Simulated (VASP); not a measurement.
A run of VASP 6.6.1 is set up as follows.

Contents of INCAR:

```
SYSTEM = Ti
PREC = Accurate
ENCUT = 520
EDIFF = 1E-6
ISMEAR = 0
SIGMA = 0.15
LREAL = .False.
LASPH = .True.
NELM = 150
ALGO = Fast
ISIF = 2
LWAVE = .False.
LCHARG = .True.
ISPIN = 2
MAGMOM = 0.875
LORBIT = 11
NUPDOWN = 0.875
LMAXMIX = 4
GGA = CA
LELF = .True.
LVHAR = .True.
NBANDS = 16
```

File KPOINTS:

```
regular mesh
0
Gamma
  22 22 22
  0 0 0
```

The input POSCAR:

```
Ti
1.0
    0.0000000000      2.0005327171      2.0005327171
    2.0005327171      0.0000000000      2.0005327171
    2.0005327171      2.0005327171      0.0000000000
Ti
1
Direct
    0.0000000000      0.0000000000      0.0000000000
```

Potentials or basis: VASP PAW LDA potentials, release 64 (Ti_sv).

The run is started by

```bash
$ cat potpaw_LDA.64/Ti_sv/POTCAR > POTCAR
$ mpirun -np 1 vasp_std > vasp.out
```

Problem. What does it give for the pressure?

Solution. 2.9 GPa.

Caveat: the total moment is fixed, so each spin has its own Fermi level and the state may be an excited one.
